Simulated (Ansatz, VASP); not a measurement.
## Sr: VASP beside Ansatz

```
Sr
1.0
     0.00000    3.05211    3.05211
     3.05211    0.00000    3.05211
     3.05211    3.05211    0.00000
Sr
1
Direct
  0.00000 0.00000 0.00000
```

Alike in both runs: functional r2SCAN; k mesh 9 × 9 × 9; occupations fermi-dirac, width 0.1 eV; no spin polarisation.

Ansatz relaxed the structure, and its values are those at the end. VASP's run is a single point on that final structure, the one shown.

|  | VASP | Ansatz |
| --- | --- | --- |
| version | VASP 6.6.1 | Ansatz 0.2.0 |
| potentials or method | VASP PAW PBE potentials, release 64 (Sr_sv), cutoff 520 eV | plane waves (500 eV) with PAW, scalar-relativistic |
| valence electrons in the cell | 10 | 10 |

```tsv
	VASP	Ansatz	Ansatz less VASP
pressure (GPa)	0.0	0.0	-0.01
```

VASP's potentials were made for PBE, not for r2SCAN. The functional is the same, so the differences come from potentials, cutoffs and numerics.
